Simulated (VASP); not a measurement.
# Br (Cmce) in VASP: further runs, part 2 of 2

VASP 6.6.1. The steps go on from the part before.

## Step 3: Single point, PBEsol (34.60 Å³/atom)

This run uses another cell than the first one, of 34.60 Å³/atom.

INCAR

```
SYSTEM = Br
PREC = Accurate
ENCUT = 520
EDIFF = 1E-6
ISMEAR = -1
SIGMA = 0.05
LREAL = .FALSE.
LASPH = .TRUE.
NELM = 80
ALGO = Normal
ISIF = 2
LWAVE = .FALSE.
LCHARG = .FALSE.
GGA = PS
NBANDS = 22
```

KPOINTS

```
Automatic mesh
0
G
  8 8 4
  0 0 0
```

POSCAR

```
Br
1.0
    3.7347368631     -2.0809642945      0.0000000000
    3.7347368631      2.0809642945      0.0000000000
    0.0000000000      0.0000000000      8.9034039594
Br
4
Direct
    0.8475370174      0.1524629826      0.1200462650
    0.6524629826      0.3475370174      0.6200462650
    0.1524629826      0.8475370174      0.8799537350
    0.3475370174      0.6524629826      0.3799537350
```

Potentials or basis: VASP PAW PBE potentials, release 64 (Br).

Command:

```bash
$ cat potpaw_PBE.64/Br/POTCAR > POTCAR
$ mpirun -np 1 vasp_std > vasp.out
```

OUTCAR:

```text
SYSTEM = Br
   PREC = Accurate
   ENCUT = 520
   EDIFF = 1E-6
   ISMEAR = -1
   LREAL = .FALSE.
   LASPH = .TRUE.
   NELM = 80
   ISIF = 2
   GGA = PS

 ion  position               nearest neighbor table
   1  0.848  0.152  0.120-   3 2.49
   2  0.652  0.348  0.620-   4 2.49
   3  0.152  0.848  0.880-   1 2.49
   4  0.348  0.652  0.380-   2 2.49

  LATTYP: Found a base centered orthorhombic cell.
 ALAT       =     4.1619285890
 B/A-ratio  =     1.7947145335
 C/A-ratio  =     2.1392495736

  Lattice vectors:

 A1 = (  -3.7347368631,  -2.0809642945,   0.0000000000)
 A2 = (   3.7347368631,  -2.0809642945,   0.0000000000)
 A3 = (   0.0000000000,   0.0000000000,   8.9034039594)

Analysis of symmetry for initial positions (statically):
=====================================================================
 Subroutine PRICEL returns:
 Original cell was already a primitive cell.

 Routine SETGRP: Setting up the symmetry group for a
 base centered orthorhombic supercell.

[... 164 lines left out ...]
  ---------------------------------------------------
  ext. energy  EPLUGINS =         0.00000000
  ---------------------------------------------------
  free energy    TOTEN  =        -7.24769704 eV

  energy without entropy =       -7.24768937  energy(sigma->0) =       -7.24769321

 E-fermi :  -0.0752     XC(G=0):  -7.9838

 val. band max:       -0.5114064225   @ k =   0.0000   0.0000   0.0000
 cond. band min:       0.4251223567   @ k =   0.1250  -0.0000   0.0000
 fundamental gap:      0.9365287792
 Fermi energy:        -0.0752448539

 k-point     1 :       0.0000    0.0000    0.0000
  band No.  band energies     occupation
      1     -15.9764      2.00000
      2     -15.3496      2.00000
      3     -14.2145      2.00000
      4     -13.1622      2.00000
      5      -5.2679      2.00000
      6      -3.8641      2.00000
[... 589 lines left out ...]
     21       8.4934      0.00000
     22       8.6720      0.00000

 [... further k-points ...]
[... 5 lines left out ...]
  --------------------------------------------------------------------------------------
  -------------------------------------------------------------------------------------
  Total       -0.1617494     -2.5137618     -4.9147053      0.0000000      0.0000000      0.0000000
  in kB       -1.8725898    -29.1020779    -56.8980457      0.0000000      0.0000000      0.0000000
  external PRESSURE =     -29.2909045 kB  Pullay stress =       0.0000000 kB

 VOLUME and BASIS-vectors are now :
 -----------------------------------------------------------------------------
  energy-cutoff  :      520.00
  volume of cell :      138.39
      direct lattice vectors                 reciprocal lattice vectors
     3.734736863 -2.080964295  0.000000000     0.133878241 -0.240273224  0.000000000
     3.734736863  2.080964295  0.000000000     0.133878241  0.240273224  0.000000000
     0.000000000  0.000000000  8.903403959     0.000000000  0.000000000  0.112316593

 POSITION                                       TOTAL-FORCE (eV/Angst)
 -----------------------------------------------------------------------------------
      3.73474     -1.44642      1.06882         0.000000     -0.387221     -0.426573
      3.73474     -0.63454      5.52052         0.000000      0.387221     -0.426573
      3.73474      1.44642      7.83458         0.000000      0.387221      0.426573
      3.73474      0.63454      3.38288         0.000000     -0.387221      0.426573
 -----------------------------------------------------------------------------------
    total drift:                               -0.000000      0.000000      0.000000

  FREE ENERGIE OF THE ION-ELECTRON SYSTEM (eV)
  ---------------------------------------------------
  free  energy   TOTEN  =        -7.2476970430 eV

  energy  without entropy=       -7.2476893674  energy(sigma->0) =       -7.24769321
```

OSZICAR:

```text
N       E                     dE             d eps       ncg     rms          rms(c)
DAV:   1     0.175433566136E+03    0.17543E+03   -0.11339E+04  2772   0.105E+03
DAV:   2     0.656629257126E+01   -0.16887E+03   -0.16355E+03  3990   0.180E+02
DAV:   3    -0.747587343868E+01   -0.14042E+02   -0.13985E+02  3498   0.600E+01
DAV:   4    -0.762701500464E+01   -0.15114E+00   -0.15108E+00  3360   0.743E+00
DAV:   5    -0.762836873816E+01   -0.13537E-02   -0.13536E-02  3436   0.710E-01    0.101E+01
DAV:   6    -0.734972114114E+01    0.27865E+00   -0.20285E-01  3288   0.221E+00    0.655E+00
DAV:   7    -0.725551177312E+01    0.94209E-01   -0.43581E-01  3228   0.322E+00    0.592E-01
DAV:   8    -0.724764934203E+01    0.78624E-02   -0.46462E-02  3018   0.108E+00    0.220E-01
DAV:   9    -0.724766944299E+01   -0.20101E-04   -0.88372E-04  3402   0.179E-01    0.908E-02
DAV:  10    -0.724769538954E+01   -0.25947E-04   -0.87835E-05  3278   0.517E-02    0.299E-02
DAV:  11    -0.724769617395E+01   -0.78441E-06   -0.11267E-05  3390   0.186E-02    0.894E-03
DAV:  12    -0.724769704298E+01   -0.86903E-06   -0.25320E-06  2882   0.839E-03
   1 F= -.72476970E+01 E0= -.72476932E+01  d E =-.767557E-05
```

stdout:

```text
POSCAR found type information on POSCAR Br
 POSCAR found :  1 types and       4 ions
 scaLAPACK will be used
 -----------------------------------------------------------------------------
|                                                                             |
|                                                                             |
|     You enforced a specific xc type in the INCAR file but a different       |
|     I HOPE YOU KNOW WHAT YOU ARE DOING!                                     |
|                                                                             |
 -----------------------------------------------------------------------------

 LDA part: xc-table for (Slater+PW92), standard interpolation
 POSCAR, INCAR and KPOINTS ok, starting setup
 FFT: planning ... GRIDC
 FFT: planning ... GRID_SOFT
 FFT: planning ... GRID
 WAVECAR not read
 entering main loop
```

It took 3.1 min on 1 thread of Oxide Virtual Turin-like, shared host; peak memory 0.29 GiB.

What came out:

```
Free energy            : -7.2477 eV
Pressure               : -2.9 GPa
Largest force          : 0.576 eV/Å
Band gap on the k mesh : 0.94 eV (least direct gap 0.97 eV)
```

Forces on the atoms (eV/Å):
```
Br   0.000 -0.387 -0.427
Br   0.000  0.387 -0.427
Br   0.000  0.387  0.427
Br   0.000 -0.387  0.427
```

Stress tensor (GPa, compression positive):
```
-0.19  0.00  0.00
 0.00 -2.91  0.00
 0.00  0.00 -5.69
```

Caveat: the stress differs along the axes, from -6 to -0 GPa; this functional lacks dispersion, which holds the molecules together, so the pressure and a relaxed volume are unreliable; the PAW data sets were made with another functional, which shifts forces and pressure a little.
